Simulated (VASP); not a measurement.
# BaTiO3 (P4mm) in VASP: single point with PBE

Aim: the single point of BaTiO3 with PBE.

All numbers are computed with VASP 6.6.1; they aren't measurements. Logs are shortened: lines on timing, memory, paths and dates and some standing lists are left out, and cuts for length are marked.

**1. The cell of the first run**

Symmetry: P4mm, No. 99, tetragonal system. The conventional cell has a = 3.985 Å, b = 3.985 Å, c = 4.011 Å, α = 90.00°, β = 90.00°, γ = 90.00°. Within 3.7 Å of Ba (site symmetry 4mm) lie 12 O at 2.78 to 2.87 Å and 8 Ti at 3.43 to 3.49 Å. Within 2.5 Å of Ti (site symmetry 4mm) lie 6 O at 1.85 to 2.16 Å. O (site symmetry 2mm) has 2 Ti at 2.00 Å within 2.6 Å. Within 2.5 Å of O (site symmetry 4mm) lie 2 Ti at 1.85 to 2.16 Å.

**2. Single point, PBE**

INCAR reads:

```
SYSTEM = BaTiO3
PREC = Accurate
ENCUT = 1340
EDIFF = 1E-6
ISMEAR = 0
SIGMA = 0.02
LREAL = .FALSE.
LASPH = .TRUE.
NELM = 120
ALGO = Normal
ISIF = 2
LWAVE = .FALSE.
LCHARG = .TRUE.
GGA = PE
LELF = .TRUE.
LVHAR = .TRUE.
NBANDS = 28
GGA_COMPAT = .FALSE.
```

KPOINTS reads:

```
Automatic mesh
0
G
  8 8 6
  0 0 0
```

POSCAR reads:

```
BaTiO3
1.0
    3.9854497974      0.0000000000      0.0000000000
    0.0000000000      3.9854497974      0.0000000000
    0.0000000000      0.0000000000      4.0114609257
Ba Ti O
1 1 3
Direct
    0.5000000000      0.5000000000      0.5800857220
    0.0000000000      0.0000000000      0.0941006075
    0.0000000000      0.5000000000      0.0647380163
    0.5000000000      0.0000000000      0.0647380163
    0.0000000000      0.0000000000      0.5563346280
```

Potentials or basis: VASP PAW PBE potentials, release 64 (Ba_sv, Ti_sv, O_h).

Launch:

```console
cat potpaw_PBE.64/Ba_sv/POTCAR potpaw_PBE.64/Ti_sv/POTCAR potpaw_PBE.64/O_h/POTCAR > POTCAR
mpirun -np 1 vasp_std > vasp.out
```

OUTCAR:

```text
SYSTEM = BaTiO3
   PREC = Accurate
   ENCUT = 1340
   EDIFF = 1E-6
   ISMEAR = 0
   LREAL = .FALSE.
   LASPH = .TRUE.
   NELM = 120
   ISIF = 2
   GGA = PE

 ion  position               nearest neighbor table
   1  0.500  0.500  0.580-   3 2.78   4 2.78   4 2.78   3 2.78   5 2.82   5 2.82   5 2.82   5 2.82
                             3 2.87   4 2.87   3 2.87   4 2.87   2 3.43   2 3.43   2 3.43   2 3.43
   2  0.000  0.000  0.094-   5 1.85   4 2.00   3 2.00   3 2.00   4 2.00   5 2.16   1 3.43   1 3.43
                             1 3.43   1 3.43   1 3.49   1 3.49   1 3.49   1 3.49
   3  0.000  0.500  0.065-   2 2.00   2 2.00   1 2.78   1 2.78   1 2.87   1 2.87
   4  0.500  0.000  0.065-   2 2.00   2 2.00   1 2.78   1 2.78   1 2.87   1 2.87
   5  0.000  0.000  0.556-   2 1.85   2 2.16   1 2.82   1 2.82   1 2.82   1 2.82

  LATTYP: Found a simple tetragonal cell.
 ALAT       =     3.9854497974
 C/A-ratio  =     1.0065265226

  Lattice vectors:

 A1 = (   3.9854497974,   0.0000000000,   0.0000000000)
 A2 = (   0.0000000000,   3.9854497974,   0.0000000000)
 A3 = (   0.0000000000,   0.0000000000,   4.0114609257)

Analysis of symmetry for initial positions (statically):
=====================================================================
 Subroutine PRICEL returns:
 Original cell was already a primitive cell.

 Routine SETGRP: Setting up the symmetry group for a
 simple tetragonal supercell.

 Subroutine GETGRP returns: Found  8 space group operations
 (whereof  8 operations were pure point group operations)
 out of a pool of 16 trial point group operations.

The static configuration has the point symmetry C_4v.

Analysis of symmetry for dynamics (positions and initial velocities):
=====================================================================
 Subroutine PRICEL returns:
 Original cell was already a primitive cell.

 Routine SETGRP: Setting up the symmetry group for a
 simple tetragonal supercell.

 Subroutine GETGRP returns: Found  8 space group operations
 (whereof  8 operations were pure point group operations)
 out of a pool of 16 trial point group operations.

The dynamic configuration has the point symmetry C_4v.

 Subroutine INISYM returns: Found  8 space group operations
 (whereof  8 operations are pure point group operations),
 and found     1 'primitive' translations

----------------------------------------------------------------------------------------

                                     Primitive cell

  volume of cell :      63.7173

  direct lattice vectors                    reciprocal lattice vectors
     3.985449797  0.000000000  0.000000000     0.250912708  0.000000000  0.000000000
     0.000000000  3.985449797  0.000000000     0.000000000  0.250912708  0.000000000
     0.000000000  0.000000000  4.011460926     0.000000000  0.000000000  0.249285739

  length of vectors
     3.985449797  3.985449797  4.011460926     0.250912708  0.250912708  0.249285739

  position of ions in fractional coordinates (direct lattice)
     0.500000000  0.500000000  0.580085722
     0.000000000  0.000000000  0.094100608
     0.000000000  0.500000000  0.064738016
     0.500000000  0.000000000  0.064738016
     0.000000000  0.000000000  0.556334628

  ion indices of the primitive-cell ions
   primitive index   ion index
                 1           1
                 2           2
                 3           3
                 4           4
                 5           5

----------------------------------------------------------------------------------------

 KPOINTS: Automatic mesh

Automatic generation of k-mesh.
 Grid dimensions read from file:
 generate k-points for:    8    8    6

 Generating k-lattice:

  Cartesian coordinates                     Fractional coordinates (reciprocal lattice)
     0.031364088  0.000000000  0.000000000     0.125000000  0.000000000  0.000000000
     0.000000000  0.031364088  0.000000000     0.000000000  0.125000000  0.000000000
     0.000000000  0.000000000  0.041547623     0.000000000  0.000000000  0.166666667

  Length of vectors
     0.031364088  0.031364088  0.041547623

  Shift w.r.t. Gamma in fractional coordinates (k-lattice)
     0.000000000  0.000000000  0.000000000

 Subroutine IBZKPT returns following result:
 ===========================================

 Found     60 irreducible k-points:

 Following reciprocal coordinates:
            Coordinates               Weight
  0.000000  0.000000  0.000000      1.000000
  0.125000  0.000000  0.000000      4.000000
  0.250000  0.000000  0.000000      4.000000
  0.375000  0.000000  0.000000      4.000000
  0.500000  0.000000  0.000000      2.000000
  0.125000  0.125000  0.000000      4.000000
[... 16 lines left out ...]
  0.375000  0.125000  0.166667     16.000000
  0.500000  0.125000  0.166667      8.000000
 [... further k-points ...]
   k-points           NKPTS =     60   k-points in BZ     NKDIM =     60   number of bands    NBANDS=     28
   number of dos      NEDOS =    301   number of ions     NIONS =      5
   total plane-waves  NPLWV = 110592
   dimension x,y,z NGX =    48 NGY =   48 NGZ =   48
   dimension x,y,z NGXF=    96 NGYF=   96 NGZF=   96
   ions per type =               1   1   3
   NGX,Y,Z   is equivalent  to a cutoff of  20.02, 20.02, 19.89 a.u.
   NGXF,Y,Z  is equivalent  to a cutoff of  40.04, 40.04, 39.79 a.u.
 SYSTEM =  BaTiO3
   PREC   = accura    normal or accurate (medium, high low for compatibility)
   ISTART =      0    job   : 0-new  1-cont  2-samecut
   ICHARG =      2    charge: 1-file 2-atom 10-const
   ISPIN  =      1    spin polarized calculation?
   LNONCOLLINEAR =      F non collinear calculations
   LSORBIT =      F    spin-orbit coupling
   LASPH  =      T    aspherical Exc in radial PAW
   ENCUT  = 1340.0 eV  98.49 Ry    9.92 a.u.  11.90 11.90 11.97*2*pi/ulx,y,z
   NELM   =    120;   NELMIN=  2; NELMDL= -5     # of ELM steps
   EDIFF  = 0.1E-05   stopping-criterion for ELM
   LREAL  =      F    real-space projection
   EDIFFG = 0.1E-04   stopping-criterion for IOM
   NSW    =      0    number of steps for IOM
   IBRION =     -1    ionic relax: 0-MD 1-quasi-New 2-CG
   NFREE  =      0    steps in history (QN), initial steepest desc. (CG)
   ISIF   =      2    stress and relaxation
   ISYM   =      2    0-nonsym 1-usesym 2-fastsym
   POTIM  = 0.5000    time-step for ionic-motion
   TEBEG  =    0.0;   TEEND  =   0.0 temperature during run
   PSTRESS=    0.0 pullay stress
   NELECT =      40.0000    total number of electrons
   NUPDOWN=      -1.0000    fix difference up-down
   EMIN   =  10.00;   EMAX   =-10.00  energy-range for DOS
   EFERMI =   0.00;   METHOD = LEGACY
   ISMEAR =     0;   SIGMA  =   0.02  broadening in eV -4-tet -1-fermi 0-gaus
   EFERMI_NEDOS =   21; number of points for ismear=-14 and -15
   IALGO  =     38    algorithm
   IMIX   =      4    mixing-type and parameters
     AMIX     =   0.40;   BMIX     =  1.00
     AMIX_MAG =   1.60;   BMIX_MAG =  1.00
  volume/ion in A,a.u.               =      12.74        86.00
  Fermi-wavevector in a.u.,A,eV,Ry     =   1.401767  2.648955 26.734767  1.964950
  Thomas-Fermi vector in A             =   2.524595
   LORBIT       =      0    0 simple, 1 ext, 2 COOP (PROOUT), +10 PAW based schemes
   GGA     = PE    functional components
   LHFCALC =     F    Hartree Fock is set to
   AEXX    =    0.0000 exact exchange contribution
   IVDW    =     0    specifies the selected vdW correction
   LEPSILON=     F    determine dielectric tensor
   LRPA    =     F    only Hartree local field effects (RPA)
 non-spin polarized calculation
 Gauss-broadening in eV      SIGMA  =   0.02
  energy-cutoff  :     1340.00
  volume of cell :       63.72
 maximum number of plane-waves:      7152
 NGX is ok and might be reduce to    48
   NGX = 23   NGY = 23   NGZ = 23

 number of electron      40.0000002 magnetization

 Free energy of the ion-electron system (eV)
  ---------------------------------------------------
  ext. energy  EPLUGINS =         0.00000000
  ---------------------------------------------------
  free energy    TOTEN  =       -39.99679806 eV

  energy without entropy =      -39.99679806  energy(sigma->0) =      -39.99679806

 E-fermi :   4.3849     XC(G=0): -11.2889

 val. band max:        4.2994255877   @ k =   0.5000   0.5000   0.5000
 cond. band min:       6.1071942650   @ k =   0.0000   0.0000   0.0000
 fundamental gap:      1.8077686773
 Fermi energy:         4.3848863599

 k-point     1 :       0.0000    0.0000    0.0000
  band No.  band energies     occupation
      1     -52.2375      2.00000
      2     -28.5089      2.00000
      3     -28.4528      2.00000
      4     -28.4528      2.00000
      5     -20.5720      2.00000
      6     -12.6647      2.00000
[... 20 lines left out ...]
     27       9.3415      0.00000
     28      11.6712      0.00000

 k-point     2 :       0.1250    0.0000    0.0000
  band No.  band energies     occupation
      1     -52.2373      2.00000
      2     -28.5085      2.00000
      3     -28.4610      2.00000
      4     -28.4525      2.00000
      5     -20.5540      2.00000
      6     -12.6791      2.00000
[... 20 lines left out ...]
     27       9.6419      0.00000
     28      12.0456      0.00000

 k-point     3 :       0.2500    0.0000    0.0000
  band No.  band energies     occupation
      1     -52.2369      2.00000
      2     -28.5078      2.00000
      3     -28.4807      2.00000
      4     -28.4517      2.00000
      5     -20.5100      2.00000
      6     -12.7566      2.00000
[... 20 lines left out ...]
     27      10.4249      0.00000
     28      12.6446      0.00000

 k-point     4 :       0.3750    0.0000    0.0000
  band No.  band energies     occupation
      1     -52.2366      2.00000
      2     -28.5070      2.00000
      3     -28.5002      2.00000
      4     -28.4510      2.00000
      5     -20.4650      2.00000
      6     -12.8703      2.00000
[... 578 lines left out ...]
     27      11.0656      0.00000
     28      12.5785      0.00000

 k-point    23 :       0.3750    0.1250    0.1667
  band No.  band energies     occupation
      1     -52.2362      2.00000
      2     -28.5194      2.00000
      3     -28.4989      2.00000
      4     -28.4585      2.00000
      5     -20.4329      2.00000
      6     -12.6899      2.00000
[... 20 lines left out ...]
     27      11.9462      0.00000
     28      12.9872      0.00000

 k-point    24 :       0.5000    0.1250    0.1667
  band No.  band energies     occupation
      1     -52.2360      2.00000
      2     -28.5190      2.00000
      3     -28.5069      2.00000
      4     -28.4581      2.00000
      5     -20.4164      2.00000
      6     -12.7218      2.00000
[... 20 lines left out ...]
     27      12.2983      0.00000
     28      13.2521      0.00000

 [... further k-points ...]

------------------------ aborting loop because EDIFF is reached ----------------------------------------

  FORCE on cell =-STRESS in cart. coord.  units (eV):
  Direction    XX          YY          ZZ          XY          YZ          ZX
  --------------------------------------------------------------------------------------
  -------------------------------------------------------------------------------------
  Total        2.2457863      2.2457863      2.9591224      0.0000000      0.0000000      0.0000000
  in kB       56.4705175     56.4705175     74.4074232      0.0000000      0.0000000      0.0000000
  external PRESSURE =      62.4494861 kB  Pullay stress =       0.0000000 kB

 VOLUME and BASIS-vectors are now :
 -----------------------------------------------------------------------------
  energy-cutoff  :     1340.00
  volume of cell :       63.72
      direct lattice vectors                 reciprocal lattice vectors
     3.985449797  0.000000000  0.000000000     0.250912708  0.000000000  0.000000000
     0.000000000  3.985449797  0.000000000     0.000000000  0.250912708  0.000000000
     0.000000000  0.000000000  4.011460926     0.000000000  0.000000000  0.249285739

 POSITION                                       TOTAL-FORCE (eV/Angst)
 -----------------------------------------------------------------------------------
      1.99272      1.99272      2.32699         0.000000      0.000000     -0.030585
      0.00000      0.00000      0.37748         0.000000     -0.000000     -0.023308
      0.00000      1.99272      0.25969         0.000000     -0.000000      0.013159
      1.99272      0.00000      0.25969         0.000000     -0.000000      0.013159
      0.00000      0.00000      2.23171        -0.000000     -0.000000      0.027574
 -----------------------------------------------------------------------------------
    total drift:                                0.000000      0.000000      0.000248

  FREE ENERGIE OF THE ION-ELECTRON SYSTEM (eV)
  ---------------------------------------------------
  free  energy   TOTEN  =       -39.9967980596 eV

  energy  without entropy=      -39.9967980596  energy(sigma->0) =      -39.99679806
```

Run time: 7.7 min. Hardware: 1 thread of Intel Xeon Platinum 8375C at 2.90GHz (Ice Lake), shared host; peak memory 0.62 GiB.

What came out:

* Free energy: -39.9968 eV
* Pressure: 6.2 GPa
* Largest force: 0.031 eV/Å
* Band gap on the k mesh: 1.81 eV (least direct gap 2.14 eV)

Forces in eV/Å, atoms in the order of the input:
```
Ba   0.000  0.000 -0.031
Ti   0.000  0.000 -0.023
O    0.000  0.000  0.013
O    0.000  0.000  0.013
O    0.000  0.000  0.028
```

Stress tensor (GPa, compression positive):
```
5.65 0.00 0.00
0.00 5.65 0.00
0.00 0.00 7.44
```

Caveat: the cell stands under pressure; spin-orbit coupling is left out, which moves the levels of the heavy elements. A k mesh can miss the band edges.
